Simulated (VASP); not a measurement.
# TaN (P-62m) in VASP: a series of runs

The runs below take TaN through relaxation of cell and atoms, single point, with PBE.

Everything below comes from runs of VASP 6.6.1. Logs are shortened: lines on timing, memory, paths and dates and some standing lists are left out, and cuts for length are marked.

### Step 1. The cell of the first run

The structure is hexagonal, space group P-62m (No. 189). Conventional cell: a = 5.208 Å, b = 5.208 Å, c = 2.915 Å, α = 90.00°, β = 90.00°, γ = 120.00°. Within 2.7 Å of Ta (site symmetry -62m) lie 3 N at 2.04 Å. Within 3.1 Å of Ta (site symmetry -6) lie 6 N at 2.17 Å and 5 Ta at 2.91 to 3.01 Å. N (site symmetry m2m) has 5 Ta at 2.04 to 2.17 Å and 4 N at 2.78 Å within 2.8 Å.

### Step 2. Relaxation of cell and atoms, PBE

File INCAR:

```
ALGO     = Normal         # electronic algorithm
EDIFF    = 1E-6           # SCF threshold, eV
EDIFFG   = -0.02          # ionic threshold
ENCUT    = 600            # plane-wave cutoff, eV
GGA      = PE             # functional
IBRION   = 2              # ionic algorithm
ISIF     = 3              # what is computed and relaxed
ISMEAR   = 0              # smearing method
LASPH    = True           # aspherical terms in the spheres
LCHARG   = False          # write CHGCAR
LREAL    = False          # projectors in reciprocal space
LWAVE    = False          # write WAVECAR
NELM     = 100            # most SCF steps
NSW      = 70             # ionic steps
PREC     = Accurate       # precision mode
SIGMA    = 0.1            # smearing width, eV
```

File KPOINTS:

```
k-points
0
Gamma
  12 12 12
```

File POSCAR:

```
TaN
1.0
    5.2084956200      0.0000000000      0.0000000000
   -2.6042478100      4.5106892600      0.0000000000
    0.0000000000      0.0000000000      2.9147477100
Ta N
3 3
Direct
    0.0000000000      0.0000000000      0.0000000000
    0.3333333400      0.6666666900      0.5000000000
    0.6666666900      0.3333333400      0.5000000000
    0.3923921600      0.0000000000      0.0000000000
    0.6076078400      0.6076078400      0.0000000000
    0.0000000000      0.3923921600      0.0000000000
```

Potentials or basis: VASP PAW PBE potentials, release 64 (Ta_pv, N).

Command:

```sh
$ cat potpaw_PBE.64/Ta_pv/POTCAR potpaw_PBE.64/N/POTCAR > POTCAR
$ mpirun -np 1 vasp_std > vasp.out
```

OUTCAR:

```text
EDIFF = 1E-6
   EDIFFG = -0.02
   ENCUT = 600
   GGA = PE
   IBRION = 2
   ISIF = 3
   ISMEAR = 0
   LASPH = True
   LREAL = False
   NELM = 100
   NSW = 70
   PREC = Accurate

 ion  position               nearest neighbor table
   1  0.000  0.000  0.000-   5 2.04   6 2.04   4 2.04   3 3.34   3 3.34   3 3.34   3 3.34   2 3.34
                             2 3.34   2 3.34   2 3.34   2 3.34   2 3.34   3 3.34   3 3.34
   2  0.333  0.667  0.500-   4 2.17   4 2.17   6 2.17   6 2.17   5 2.17   5 2.17   3 3.01   3 3.01
                             3 3.01   1 3.34   1 3.34   1 3.34   1 3.34   1 3.34   1 3.34
   3  0.667  0.333  0.500-   6 2.17   6 2.17   4 2.17   4 2.17   5 2.17   5 2.17   2 3.01   2 3.01
                             2 3.01   1 3.34   1 3.34   1 3.34   1 3.34   1 3.34   1 3.34
   4  0.392  0.000  0.000-   1 2.04   2 2.17   2 2.17   3 2.17   3 2.17
   5  0.608  0.608  0.000-   1 2.04   3 2.17   3 2.17   2 2.17   2 2.17
   6  0.000  0.392  0.000-   1 2.04   3 2.17   3 2.17   2 2.17   2 2.17

  LATTYP: Found a hexagonal cell.
 ALAT       =     5.2084956200
 C/A-ratio  =     0.5596141233

  Lattice vectors:

 A1 = (   5.2084956200,   0.0000000000,   0.0000000000)
 A2 = (  -2.6042478100,   4.5106892600,   0.0000000000)
 A3 = (   0.0000000000,   0.0000000000,   2.9147477100)

Analysis of symmetry for initial positions (statically):
=====================================================================
 Subroutine PRICEL returns:
 Original cell was already a primitive cell.

 Routine SETGRP: Setting up the symmetry group for a
 hexagonal supercell.

 Subroutine GETGRP returns: Found 12 space group operations
 (whereof 12 operations were pure point group operations)
 out of a pool of 24 trial point group operations.

The static configuration has the point symmetry D_3h.

Analysis of symmetry for dynamics (positions and initial velocities):
=====================================================================
 Subroutine PRICEL returns:
 Original cell was already a primitive cell.

 Routine SETGRP: Setting up the symmetry group for a
 hexagonal supercell.

 Subroutine GETGRP returns: Found 12 space group operations
 (whereof 12 operations were pure point group operations)
 out of a pool of 24 trial point group operations.

The dynamic configuration has the point symmetry D_3h.

 Subroutine INISYM returns: Found 12 space group operations
 (whereof 12 operations are pure point group operations),
 and found     1 'primitive' translations

----------------------------------------------------------------------------------------

                                     Primitive cell

  volume of cell :      68.4788

  direct lattice vectors                    reciprocal lattice vectors
     5.208495620  0.000000000  0.000000000     0.191994018  0.110847804  0.000000000
    -2.604247810  4.510689260  0.000000000     0.000000000  0.221695608  0.000000000
     0.000000000  0.000000000  2.914747710     0.000000000  0.000000000  0.343082867

  length of vectors
     5.208495620  5.208495393  2.914747710     0.221695599  0.221695608  0.343082867

  position of ions in fractional coordinates (direct lattice)
     0.000000000  0.000000000  0.000000000
     0.333333340  0.666666690  0.500000000
     0.666666690  0.333333340  0.500000000
     0.392392160  0.000000000  0.000000000
     0.607607840  0.607607840  0.000000000
     0.000000000  0.392392160  0.000000000

  ion indices of the primitive-cell ions
   primitive index   ion index
                 1           1
                 2           2
                 3           3
                 4           4
                 5           5
                 6           6

----------------------------------------------------------------------------------------

 KPOINTS: k-points

Automatic generation of k-mesh.
 Grid dimensions read from file:
 generate k-points for:   12   12   12

 Generating k-lattice:

  Cartesian coordinates                     Fractional coordinates (reciprocal lattice)
     0.015999501  0.009237317  0.000000000     0.083333333  0.000000000  0.000000000
     0.000000000  0.018474634  0.000000000     0.000000000  0.083333333  0.000000000
     0.000000000  0.000000000  0.028590239     0.000000000  0.000000000  0.083333333

  Length of vectors
     0.018474633  0.018474634  0.028590239

  Shift w.r.t. Gamma in fractional coordinates (k-lattice)
     0.000000000  0.000000000  0.000000000

 Subroutine IBZKPT returns following result:
 ===========================================

 Found    133 irreducible k-points:

 Following reciprocal coordinates:
            Coordinates               Weight
  0.000000  0.000000  0.000000      1.000000
  0.083333  0.000000  0.000000      6.000000
  0.166667  0.000000  0.000000      6.000000
  0.250000  0.000000  0.000000      6.000000
  0.333333  0.000000  0.000000      6.000000
  0.416667  0.000000  0.000000      6.000000
[... 16 lines left out ...]
  0.250000  0.000000  0.083333     12.000000
  0.333333  0.000000  0.083333     12.000000
 [... further k-points ...]
   k-points           NKPTS =    133   k-points in BZ     NKDIM =    133   number of bands    NBANDS=     28
   number of dos      NEDOS =    301   number of ions     NIONS =      6
   total plane-waves  NPLWV =  42336
   dimension x,y,z NGX =    42 NGY =   42 NGZ =   24
   dimension x,y,z NGXF=    84 NGYF=   84 NGZF=   48
   ions per type =               3   3
   NGX,Y,Z   is equivalent  to a cutoff of  13.41, 13.41, 13.69 a.u.
   NGXF,Y,Z  is equivalent  to a cutoff of  26.81, 26.81, 27.38 a.u.
 SYSTEM =  unknown system
   PREC   = accura    normal or accurate (medium, high low for compatibility)
   ISTART =      0    job   : 0-new  1-cont  2-samecut
   ICHARG =      2    charge: 1-file 2-atom 10-const
   ISPIN  =      1    spin polarized calculation?
   LNONCOLLINEAR =      F non collinear calculations
   LSORBIT =      F    spin-orbit coupling
   LASPH  =      T    aspherical Exc in radial PAW
   ENCUT  =  600.0 eV  44.10 Ry    6.64 a.u.  10.40 10.40  5.82*2*pi/ulx,y,z
   NELM   =    100;   NELMIN=  2; NELMDL= -5     # of ELM steps
   EDIFF  = 0.1E-05   stopping-criterion for ELM
   LREAL  =      F    real-space projection
   EDIFFG = -.2E-01   stopping-criterion for IOM
   NSW    =     70    number of steps for IOM
   IBRION =      2    ionic relax: 0-MD 1-quasi-New 2-CG
   NFREE  =      1    steps in history (QN), initial steepest desc. (CG)
   ISIF   =      3    stress and relaxation
   ISYM   =      2    0-nonsym 1-usesym 2-fastsym
   POTIM  = 0.5000    time-step for ionic-motion
   TEBEG  =    0.0;   TEEND  =   0.0 temperature during run
   PSTRESS=    0.0 pullay stress
   NELECT =      48.0000    total number of electrons
   NUPDOWN=      -1.0000    fix difference up-down
   EMIN   =  10.00;   EMAX   =-10.00  energy-range for DOS
   EFERMI =   0.00;   METHOD = LEGACY
   ISMEAR =     0;   SIGMA  =   0.10  broadening in eV -4-tet -1-fermi 0-gaus
   EFERMI_NEDOS =   21; number of points for ismear=-14 and -15
   IALGO  =     38    algorithm
   IMIX   =      4    mixing-type and parameters
     AMIX     =   0.40;   BMIX     =  1.00
     AMIX_MAG =   1.60;   BMIX_MAG =  1.00
  volume/ion in A,a.u.               =      11.41        77.02
  Fermi-wavevector in a.u.,A,eV,Ry     =   1.454241  2.748118 28.773848  2.114818
  Thomas-Fermi vector in A             =   2.571415
   LORBIT       =      0    0 simple, 1 ext, 2 COOP (PROOUT), +10 PAW based schemes
   GGA     = PE    functional components
   LHFCALC =     F    Hartree Fock is set to
   AEXX    =    0.0000 exact exchange contribution
   IVDW    =     0    specifies the selected vdW correction
   LEPSILON=     F    determine dielectric tensor
   LRPA    =     F    only Hartree local field effects (RPA)
 conjugate gradient relaxation of ions
 non-spin polarized calculation
 Gauss-broadening in eV      SIGMA  =   0.10
  energy-cutoff  :      600.00
  volume of cell :       68.48
 maximum number of plane-waves:      2324
 NGX is ok and might be reduce to    42
   NGX = 21   NGY = 21   NGZ = 11

--------------------------------------- Ionic step        1  -------------------------------------------

 number of electron      48.0000002 magnetization

 Free energy of the ion-electron system (eV)
  ---------------------------------------------------
  ext. energy  EPLUGINS =         0.00000000
  ---------------------------------------------------
  free energy    TOTEN  =       -67.49570103 eV

  energy without entropy =      -67.49342614  energy(sigma->0) =      -67.49456359

------------------------ aborting loop because EDIFF is reached ----------------------------------------

  FORCE on cell =-STRESS in cart. coord.  units (eV):
  Direction    XX          YY          ZZ          XY          YZ          ZX
  --------------------------------------------------------------------------------------
  -------------------------------------------------------------------------------------
  Total        1.5998976      1.5998975      1.4702574      0.0000000     -0.0000000     -0.0000000
  in kB       37.4323074     37.4323030     34.3991558      0.0000000     -0.0000000     -0.0000000
  external PRESSURE =      36.4212554 kB  Pullay stress =       0.0000000 kB
[... 65 lines left out ...]
  energy  without entropy=      -67.4563165122  energy(sigma->0) =      -67.45751315

--------------------------------------- Ionic step        3  -------------------------------------------

 number of electron      48.0000000 magnetization

 Free energy of the ion-electron system (eV)
  ---------------------------------------------------
  ext. energy  EPLUGINS =         0.00000000
  ---------------------------------------------------
  free energy    TOTEN  =       -67.50450310 eV

  energy without entropy =      -67.50219484  energy(sigma->0) =      -67.50334897

 E-fermi :   8.2264     XC(G=0): -12.9112

 val. band max:        8.2089267051   @ k =   0.2500   0.0000   0.1667
 cond. band min:       8.2324924074   @ k =   0.1667   0.0000   0.0000
 fundamental gap:      0.0235657023
 Fermi energy:         8.2263860080

 k-point     1 :       0.0000    0.0000    0.0000
  band No.  band energies     occupation
      1     -28.0970      2.00000
      2     -28.0970      2.00000
      3     -27.7621      2.00000
      4     -27.7621      2.00000
      5     -27.5972      2.00000
      6     -27.4985      2.00000
[... 733 lines left out ...]
     27       9.8854      0.00000
     28      10.1535      0.00000

 [... further k-points ...]

------------------------ aborting loop because EDIFF is reached ----------------------------------------

  FORCE on cell =-STRESS in cart. coord.  units (eV):
  Direction    XX          YY          ZZ          XY          YZ          ZX
  --------------------------------------------------------------------------------------
  -------------------------------------------------------------------------------------
  Total        0.0289986      0.0289985     -0.0942370      0.0000000      0.0000000      0.0000000
  in kB        0.6708150      0.6708149     -2.1799575      0.0000000      0.0000000      0.0000000
  external PRESSURE =      -0.2794425 kB  Pullay stress =       0.0000000 kB
[... 21 lines left out ...]
  FREE ENERGIE OF THE ION-ELECTRON SYSTEM (eV)
  ---------------------------------------------------
  free  energy   TOTEN  =       -67.5045030964 eV

  energy  without entropy=      -67.5021948408  energy(sigma->0) =      -67.50334897

 reached required accuracy - stopping structural energy minimisation
```

It took 18 min on 1 thread of Intel Xeon 8259CL, shared host; peak memory 0.4 GiB.

What came out:

| Item | Value |
| --- | --- |
| Free energy | -67.5045 eV |
| Relaxed volume | 11.54 Å³/atom |
| Relaxed cell | a = 5.229 Å, b = 5.229 Å, c = 2.925 Å, α = 90.00°, β = 90.00°, γ = 120.00° |
| Space group after relaxing (to 0.1 Å) | P-62m (No. 189) |
| Energy gained by relaxing | 1.5 meV/atom |
| Ionic steps | 3 |
| Pressure after relaxing | 0.0 GPa |
| Largest force after relaxing | 0.009 eV/Å |
| Band gap on the k mesh | zero (bands 24 and 25 overlap by 3.08 eV) |

Forces on the atoms (eV/Å):
```
Ta   0.000  0.000  0.000
Ta   0.000  0.000  0.000
Ta   0.000  0.000  0.000
N   -0.009  0.000  0.000
N    0.004  0.008  0.000
N    0.004 -0.008  0.000
```

Step by step:
```csv
step,energy change (eV),largest force (eV/Å),pressure (GPa),volume (Å³)
1,0.0000,0.0582,3.64,68.48
2,0.0370,0.1510,-7.75,71.08
3,-0.0088,0.0088,-0.03,69.26
```

Final structure:
```yaml
crystal:
  lattice:
    - [5.22878, 0.00000, 0.00000]
    - [-2.61439, 4.52826, 0.00000]
    - [0.00000, 0.00000, 2.92518]
  atoms:
    - { symbol: Ta, position: [0.00000, 0.00000, 0.00000] }
    - { symbol: Ta, position: [0.33333, 0.66667, 0.50000] }
    - { symbol: Ta, position: [0.66667, 0.33333, 0.50000] }
    - { symbol: N, position: [0.39256, 0.00000, 0.00000] }
    - { symbol: N, position: [0.60744, 0.60744, 0.00000] }
    - { symbol: N, position: [0.00000, 0.39256, 0.00000] }
```

Levels at points of the mesh, in eV from the Fermi level:
```tsv
k point	band 21	band 22	band 23	band 24	band 25	band 26	band 27	band 28
(0.00, 0.00, 0.00)	-4.28	-3.37	-1.97	-0.97	-0.97	0.53	0.53	1.69
(0.50, 0.00, 0.00)	-3.93	-3.89	-2.88	-2.66	1.10	1.70	1.81	2.31
(0.00, 0.00, 0.50)	-4.38	-2.89	-2.89	1.78	1.78	1.88	2.08	2.08
(0.50, 0.00, 0.50)	-4.04	-3.26	-2.01	-1.00	0.42	1.27	3.08	3.17
```

Caveat: spin-orbit coupling is left out, which moves the levels of the heavy elements.

### Step 3. Single point, PBE, collinear spin

File INCAR:

```
SYSTEM = TaN
ALGO     = Normal         ! electronic algorithm
EDIFF    = 1E-6           ! SCF threshold, eV
ENCUT    = 600            ! plane-wave cutoff, eV
GGA      = PE             ! functional
GGA_COMPAT= .False.      
ISIF     = 2              ! what is computed and relaxed
ISMEAR   = 0              ! smearing method
ISPIN    = 2              ! spin polarisation
LASPH    = .True.         ! aspherical terms in the spheres
LCHARG   = .False.        ! write CHGCAR
LMAXMIX  = 4              ! l up to which the mixer works
LORBIT   = 11             ! projections on sites
LREAL    = .False.        ! projectors in reciprocal space
LWAVE    = .False.        ! write WAVECAR
MAGMOM   = 1 1 1 0 0 0    ! initial moments
NBANDS   = 37             ! bands
NELM     = 200            ! most SCF steps
PREC     = Accurate       ! precision mode
SIGMA    = 0.1            ! smearing width, eV
```

File KPOINTS:

```
k-points
0
Gamma
  6 6 6
  0 0 0
```

POSCAR is that of step 2.

Potentials or basis: VASP PAW PBE potentials, release 64 (Ta_pv, N).

Command:

```sh
$ cat potpaw_PBE.64/Ta_pv/POTCAR potpaw_PBE.64/N/POTCAR > POTCAR
$ mpirun -np 1 vasp_std > vasp.out
```

Run time: 3.2 min. Hardware: 1 thread of Oxide Virtual Turin-like, shared host; peak memory 0.27 GiB.

Results (log left out):

- Free energy: -67.4882 eV
- Pressure: 3.6 GPa
- Largest force: 0.068 eV/Å
- Band gap on the k mesh: zero (filled and empty bands overlap)
- Net moment: 0.00 μB per cell
- Valence electrons inside the program's atomic spheres: Ta 8.96, 8.93 (each value once); N 3.79

Forces in eV/Å, atoms in the order of the input:
```
Ta   0.000  0.000  0.000
Ta   0.000  0.000  0.000
Ta   0.000  0.000  0.000
N    0.068  0.000  0.000
N   -0.034 -0.059  0.000
N   -0.034  0.059  0.000
```

Stress tensor (GPa, compression positive):
```
4.13 0.00 0.00
0.00 4.13 0.00
0.00 0.00 2.65
```

Levels at points of the mesh, in eV from the Fermi level:
Spin up:
| k point | band 20 | band 21 | band 22 | band 23 | band 24 | band 25 | band 26 | band 27 | band 28 | band 29 |
| --- | --- | --- | --- | --- | --- | --- | --- | --- | --- | --- |
| (0.00, 0.00, 0.00) | -4.98 | -4.21 | -3.29 | -1.88 | -0.88 | -0.88 | 0.64 | 0.64 | 1.83 | 1.94 |
| (0.50, 0.00, 0.00) | -4.55 | -3.86 | -3.82 | -2.80 | -2.59 | 1.23 | 1.84 | 1.95 | 2.44 | 2.45 |
| (0.00, 0.00, 0.50) | -4.45 | -4.31 | -2.81 | -2.81 | 1.93 | 1.93 | 2.01 | 2.23 | 2.23 | 3.28 |
| (0.50, 0.00, 0.50) | -4.67 | -3.97 | -3.19 | -1.91 | -0.90 | 0.54 | 1.40 | 3.25 | 3.33 | 3.38 |
Spin down:
| k point | band 20 | band 21 | band 22 | band 23 | band 24 | band 25 | band 26 | band 27 | band 28 | band 29 |
| --- | --- | --- | --- | --- | --- | --- | --- | --- | --- | --- |
| (0.00, 0.00, 0.00) | -4.98 | -4.21 | -3.29 | -1.88 | -0.88 | -0.88 | 0.64 | 0.64 | 1.83 | 1.94 |
| (0.50, 0.00, 0.00) | -4.55 | -3.86 | -3.82 | -2.80 | -2.59 | 1.23 | 1.84 | 1.95 | 2.44 | 2.45 |
| (0.00, 0.00, 0.50) | -4.45 | -4.31 | -2.81 | -2.81 | 1.93 | 1.93 | 2.01 | 2.23 | 2.23 | 3.28 |
| (0.50, 0.00, 0.50) | -4.67 | -3.97 | -3.19 | -1.91 | -0.90 | 0.54 | 1.40 | 3.25 | 3.33 | 3.38 |

Caveat: the cell stands under pressure; spin-orbit coupling is left out, which moves the levels of the heavy elements.

The gap in the log of VASP goes by the Fermi energy; the results here count the filled bands.